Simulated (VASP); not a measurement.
# Rb (P6_3/mmc) in VASP: a series of runs

Runs on Rb. Level: PBE+D3(BJ). Tasks: single point.

All numbers are computed with VASP 6.6.1; they aren't measurements. Logs are shortened: lines on timing, memory, paths and dates and some standing lists are left out, and cuts for length are marked.

### Step 1. The cell of the first run

The structure is hexagonal, space group P6_3/mmc (No. 194). The conventional cell has a = 4.928 Å, b = 4.928 Å, c = 16.326 Å, α = 90.00°, β = 90.00°, γ = 120.00°.

This isn't the form of Rb at room conditions, which is bcc.

### Step 2. Single point, PBE+D3(BJ)

The input, INCAR:

```
PREC     = Accurate       # precision mode
ENCUT    = 520            # plane-wave cutoff, eV
EDIFF    = 1E-6           # SCF threshold, eV
ISMEAR   = 0              # smearing method
SIGMA    = 0.1            # smearing width, eV
LREAL    = F              # projectors in reciprocal space
LASPH    = T              # aspherical terms in the spheres
NELM     = 100            # most SCF steps
ALGO     = Fast           # electronic algorithm
ISIF     = 2              # what is computed and relaxed
LWAVE    = F              # write WAVECAR
LCHARG   = F              # write CHGCAR
GGA      = PE             # functional
IVDW     = 12             # dispersion correction
NBANDS   = 26             # bands
```

The input, KPOINTS:

```
regular mesh
0
Gamma
  9 9 4
```

The input, POSCAR:

```
Rb
1.0
    4.9278965965      0.0000000000      0.0000000000
   -2.4639482982      4.2676836398      0.0000000000
    0.0000000000      0.0000000000     16.3260361167
Rb
4
Direct
    0.0000000000      0.0000000000      0.0000000000
    0.3333333333      0.6666666667      0.7500000000
    0.0000000000      0.0000000000      0.5000000000
    0.6666666667      0.3333333333      0.2500000000
```

Potentials or basis: VASP PAW PBE potentials, release 64 (Rb_sv).

On the command line:

```sh
$ cat potpaw_PBE.64/Rb_sv/POTCAR > POTCAR
$ mpirun -np 1 vasp_std > vasp.out
```

OUTCAR:

```text
PREC = Accurate
   ENCUT = 520
   EDIFF = 1E-6
   ISMEAR = 0
   LREAL = F
   LASPH = T
   NELM = 100
   ISIF = 2
   GGA = PE
   IVDW = 12
 IVDW          = 12

 ion  position               nearest neighbor table
   1  0.000  0.000  0.000-   2 4.98   4 4.98   2 4.98   4 4.98   4 4.98   2 4.98
   2  0.333  0.667  0.750-   1 4.98   3 4.98   1 4.98   3 4.98   1 4.98   3 4.98
   3  0.000  0.000  0.500-   2 4.98   4 4.98   2 4.98   4 4.98   4 4.98   2 4.98
   4  0.667  0.333  0.250-   1 4.98   3 4.98   1 4.98   3 4.98   1 4.98   3 4.98

  LATTYP: Found a hexagonal cell.
 ALAT       =     4.9278965965
 C/A-ratio  =     3.3129826889

  Lattice vectors:

 A1 = (   4.9278965965,   0.0000000000,   0.0000000000)
 A2 = (  -2.4639482982,   4.2676836398,   0.0000000000)
 A3 = (   0.0000000000,   0.0000000000,  16.3260361167)

Analysis of symmetry for initial positions (statically):
=====================================================================
 Subroutine PRICEL returns:
 Original cell was already a primitive cell.

 Routine SETGRP: Setting up the symmetry group for a
 hexagonal supercell.

 Subroutine GETGRP returns: Found 24 space group operations
 (whereof 12 operations were pure point group operations)
 out of a pool of 24 trial point group operations.

The static configuration has the point symmetry D_3d.
 The point group associated with its full space group is D_6h.

Analysis of symmetry for dynamics (positions and initial velocities):
=====================================================================
 Subroutine PRICEL returns:
 Original cell was already a primitive cell.

 Routine SETGRP: Setting up the symmetry group for a
 hexagonal supercell.

 Subroutine GETGRP returns: Found 24 space group operations
 (whereof 12 operations were pure point group operations)
 out of a pool of 24 trial point group operations.

The dynamic configuration has the point symmetry D_3d.
 The point group associated with its full space group is D_6h.

 Subroutine INISYM returns: Found 24 space group operations
 (whereof 12 operations are pure point group operations),
 and found     1 'primitive' translations

----------------------------------------------------------------------------------------

                                     Primitive cell

  volume of cell :     343.3480

  direct lattice vectors                    reciprocal lattice vectors
     4.927896597  0.000000000  0.000000000     0.202926336  0.117159575  0.000000000
    -2.463948298  4.267683640  0.000000000     0.000000000  0.234319149  0.000000000
     0.000000000  0.000000000 16.326036117     0.000000000  0.000000000  0.061251855

  length of vectors
     4.927896597  4.927896596 16.326036117     0.234319149  0.234319149  0.061251855

  position of ions in fractional coordinates (direct lattice)
     0.000000000  0.000000000  0.000000000
     0.333333333  0.666666667  0.750000000
     0.000000000  0.000000000  0.500000000
     0.666666667  0.333333333  0.250000000

  ion indices of the primitive-cell ions
   primitive index   ion index
                 1           1
                 2           2
                 3           3
                 4           4

----------------------------------------------------------------------------------------

 KPOINTS: regular mesh

Automatic generation of k-mesh.
 Grid dimensions read from file:
 generate k-points for:    9    9    4

 Generating k-lattice:

  Cartesian coordinates                     Fractional coordinates (reciprocal lattice)
     0.022547371  0.013017731  0.000000000     0.111111111  0.000000000  0.000000000
     0.000000000  0.026035461  0.000000000     0.000000000  0.111111111  0.000000000
     0.000000000  0.000000000  0.015312964     0.000000000  0.000000000  0.250000000

  Length of vectors
     0.026035461  0.026035461  0.015312964

  Shift w.r.t. Gamma in fractional coordinates (k-lattice)
     0.000000000  0.000000000  0.000000000

 Subroutine IBZKPT returns following result:
 ===========================================

 Found     36 irreducible k-points:

 Following reciprocal coordinates:
            Coordinates               Weight
  0.000000  0.000000  0.000000      1.000000
  0.111111  0.000000  0.000000      6.000000
  0.222222  0.000000  0.000000      6.000000
  0.333333  0.000000  0.000000      6.000000
  0.444444  0.000000  0.000000      6.000000
  0.111111  0.111111  0.000000      6.000000
[... 16 lines left out ...]
  0.333333  0.222222  0.250000     24.000000
  0.333333  0.333333  0.250000      4.000000
 [... further k-points ...]
   k-points           NKPTS =     36   k-points in BZ     NKDIM =     36   number of bands    NBANDS=     26
   number of dos      NEDOS =    301   number of ions     NIONS =      4
   total plane-waves  NPLWV = 201600
   dimension x,y,z NGX =    40 NGY =   40 NGZ =  126
   dimension x,y,z NGXF=    80 NGYF=   80 NGZF=  252
   ions per type =               4
   NGX,Y,Z   is equivalent  to a cutoff of  13.49, 13.49, 12.83 a.u.
   NGXF,Y,Z  is equivalent  to a cutoff of  26.99, 26.99, 25.66 a.u.
 SYSTEM =  unknown system
   PREC   = accura    normal or accurate (medium, high low for compatibility)
   ISTART =      0    job   : 0-new  1-cont  2-samecut
   ICHARG =      2    charge: 1-file 2-atom 10-const
   ISPIN  =      1    spin polarized calculation?
   LNONCOLLINEAR =      F non collinear calculations
   LSORBIT =      F    spin-orbit coupling
   LASPH  =      T    aspherical Exc in radial PAW
   ENCUT  =  520.0 eV  38.22 Ry    6.18 a.u.   9.16  9.16 30.36*2*pi/ulx,y,z
   NELM   =    100;   NELMIN=  2; NELMDL= -5     # of ELM steps
   EDIFF  = 0.1E-05   stopping-criterion for ELM
   LREAL  =      F    real-space projection
[... 7 lines left out ...]
   TEBEG  =    0.0;   TEEND  =   0.0 temperature during run
   PSTRESS=    0.0 pullay stress
   NELECT =      36.0000    total number of electrons
   NUPDOWN=      -1.0000    fix difference up-down
   EMIN   =  10.00;   EMAX   =-10.00  energy-range for DOS
   EFERMI =   0.00;   METHOD = LEGACY
   ISMEAR =     0;   SIGMA  =   0.10  broadening in eV -4-tet -1-fermi 0-gaus
   EFERMI_NEDOS =   21; number of points for ismear=-14 and -15
   IALGO  =     68    algorithm
   IMIX   =      4    mixing-type and parameters
     AMIX     =   0.40;   BMIX     =  1.00
     AMIX_MAG =   1.60;   BMIX_MAG =  1.00
  volume/ion in A,a.u.               =      85.84       579.26
  Fermi-wavevector in a.u.,A,eV,Ry     =   0.771965  1.458802  8.108114  0.595930
  Thomas-Fermi vector in A             =   1.873495
   LORBIT       =      0    0 simple, 1 ext, 2 COOP (PROOUT), +10 PAW based schemes
   GGA     = PE    functional components
   LHFCALC =     F    Hartree Fock is set to
   AEXX    =    0.0000 exact exchange contribution
   IVDW    =    12    specifies the selected vdW correction
   LEPSILON=     F    determine dielectric tensor
   LRPA    =     F    only Hartree local field effects (RPA)
 non-spin polarized calculation
 RMM-DIIS sequential band-by-band and
 Gauss-broadening in eV      SIGMA  =   0.10
  energy-cutoff  :      520.00
  volume of cell :      343.35
 maximum number of plane-waves:      9272
 NGX is ok and might be reduce to    40
   NGX = 19   NGY = 19   NGZ = 61

 number of electron      36.0000000 magnetization

 Free energy of the ion-electron system (eV)
  ---------------------------------------------------
  ext. energy  EPLUGINS =         0.00000000
  ---------------------------------------------------
  free energy    TOTEN  =        -3.74826435 eV

  energy without entropy =       -3.73343139  energy(sigma->0) =       -3.74084787

 E-fermi :   0.1742     XC(G=0):  -5.6079

 val. band max:        0.1634648348   @ k =   0.3333   0.1111   0.0000
 cond. band min:       0.1840631793   @ k =   0.4444   0.0000   0.2500
 fundamental gap:      0.0205983446
 Fermi energy:         0.1742057449

 k-point     1 :       0.0000    0.0000    0.0000
  band No.  band energies     occupation
      1     -28.7221      2.00000
      2     -28.7199      2.00000
      3     -28.7195      2.00000
      4     -28.7174      2.00000
      5     -12.8718      2.00000
      6     -12.8171      2.00000
[... 18 lines left out ...]
     25       3.7013      0.00000
     26       3.7226      0.00000

 k-point     2 :       0.1111    0.0000    0.0000
  band No.  band energies     occupation
      1     -28.7215      2.00000
      2     -28.7195      2.00000
      3     -28.7191      2.00000
      4     -28.7171      2.00000
      5     -12.8673      2.00000
      6     -12.8183      2.00000
[... 18 lines left out ...]
     25       3.3693      0.00000
     26       3.3742      0.00000

 k-point     3 :       0.2222    0.0000    0.0000
  band No.  band energies     occupation
      1     -28.7201      2.00000
      2     -28.7184      2.00000
      3     -28.7180      2.00000
      4     -28.7163      2.00000
      5     -12.8552      2.00000
      6     -12.8282      2.00000
[... 18 lines left out ...]
     25       2.7069      0.00000
     26       2.7499      0.00000

 k-point     4 :       0.3333    0.0000    0.0000
  band No.  band energies     occupation
      1     -28.7184      2.00000
      2     -28.7172      2.00000
      3     -28.7168      2.00000
      4     -28.7157      2.00000
      5     -12.8530      2.00000
      6     -12.8529      2.00000
[... 18 lines left out ...]
     25       2.3942      0.00000
     26       2.4635      0.00000

 k-point     5 :       0.4444    0.0000    0.0000
  band No.  band energies     occupation
      1     -28.7171      2.00000
      2     -28.7164      2.00000
      3     -28.7160      2.00000
      4     -28.7153      2.00000
      5     -12.8719      2.00000
      6     -12.8693      2.00000
[... 18 lines left out ...]
     25       2.1393      0.00000
     26       2.2889      0.00000

 k-point     6 :       0.1111    0.1111    0.0000
  band No.  band energies     occupation
      1     -28.7205      2.00000
      2     -28.7187      2.00000
      3     -28.7184      2.00000
      4     -28.7166      2.00000
      5     -12.8589      2.00000
      6     -12.8233      2.00000
[... 427 lines left out ...]
 k-point    21 :       0.4444    0.1111    0.2500
  band No.  band energies     occupation
      1     -28.7167      2.00000
      2     -28.7163      2.00000
      3     -28.7157      2.00000
      4     -28.7154      2.00000
      5     -12.8694      2.00000
      6     -12.8666      2.00000
[... 18 lines left out ...]
     25       2.0567      0.00000
     26       2.1793      0.00000

 k-point    22 :       0.2222    0.2222    0.2500
  band No.  band energies     occupation
      1     -28.7175      2.00000
      2     -28.7169      2.00000
      3     -28.7160      2.00000
      4     -28.7155      2.00000
      5     -12.8521      2.00000
      6     -12.8490      2.00000
[... 18 lines left out ...]
     25       2.0803      0.00000
     26       2.4195      0.00000

 k-point    23 :       0.3333    0.2222    0.2500
  band No.  band energies     occupation
      1     -28.7164      2.00000
      2     -28.7162      2.00000
      3     -28.7156      2.00000
      4     -28.7154      2.00000
      5     -12.8582      2.00000
      6     -12.8559      2.00000
[... 18 lines left out ...]
     25       1.8917      0.00000
     26       2.1757      0.00000

 k-point    24 :       0.3333    0.3333    0.2500
  band No.  band energies     occupation
      1     -28.7159      2.00000
      2     -28.7159      2.00000
      3     -28.7155      2.00000
      4     -28.7155      2.00000
      5     -12.8481      2.00000
      6     -12.8462      2.00000
[... 18 lines left out ...]
     25       1.7307      0.00000
     26       2.0064      0.00000

 [... further k-points ...]

------------------------ aborting loop because EDIFF is reached ----------------------------------------

 Edisp (eV)   -0.42904

 E8    (eV) :    -0.2453

  FORCE on cell =-STRESS in cart. coord.  units (eV):
  Direction    XX          YY          ZZ          XY          YZ          ZX
  --------------------------------------------------------------------------------------
  -------------------------------------------------------------------------------------
  Total      -0.01478    -0.01478    -0.01769    -0.00000     0.00000     0.00000
  in kB      -0.06895    -0.06895    -0.08254    -0.00000     0.00000     0.00000
  external pressure =       -0.07 kB  Pullay stress =        0.00 kB

 VOLUME and BASIS-vectors are now :
 -----------------------------------------------------------------------------
  energy-cutoff  :      520.00
  volume of cell :      343.35
      direct lattice vectors                 reciprocal lattice vectors
     4.927896597  0.000000000  0.000000000     0.202926336  0.117159575  0.000000000
    -2.463948298  4.267683640  0.000000000     0.000000000  0.234319149  0.000000000
     0.000000000  0.000000000 16.326036117     0.000000000  0.000000000  0.061251855

 POSITION                                       TOTAL-FORCE (eV/Angst)
 -----------------------------------------------------------------------------------
      0.00000      0.00000      0.00000         0.000000      0.000000      0.000000
     -0.00000      2.84512     12.24453         0.000000     -0.000000     -0.000000
      0.00000      0.00000      8.16302         0.000000      0.000000      0.000000
      2.46395      1.42256      4.08151        -0.000000      0.000000      0.000000
 -----------------------------------------------------------------------------------
    total drift:                                0.000000     -0.000000      0.000000

  FREE ENERGIE OF THE ION-ELECTRON SYSTEM (eV)
  ---------------------------------------------------
  free  energy   TOTEN  =        -4.1773046286 eV

  energy  without entropy=       -4.1624716589  energy(sigma->0) =       -4.16988814
```

Run time: 13 min. Hardware: 1 thread of Intel Xeon Platinum 8488C (Sapphire Rapids), shared host; peak memory 0.58 GiB.

What came out:

- Free energy: -4.1773 eV
- Pressure: 0.0 GPa
- Band gap on the k mesh: zero (bands 18 and 19 overlap by 2.23 eV)
- Dispersion energy per atom: -0.107 eV

[end of part 1 of 2]

The gap in the log of VASP goes by the Fermi energy; the results here count the filled bands.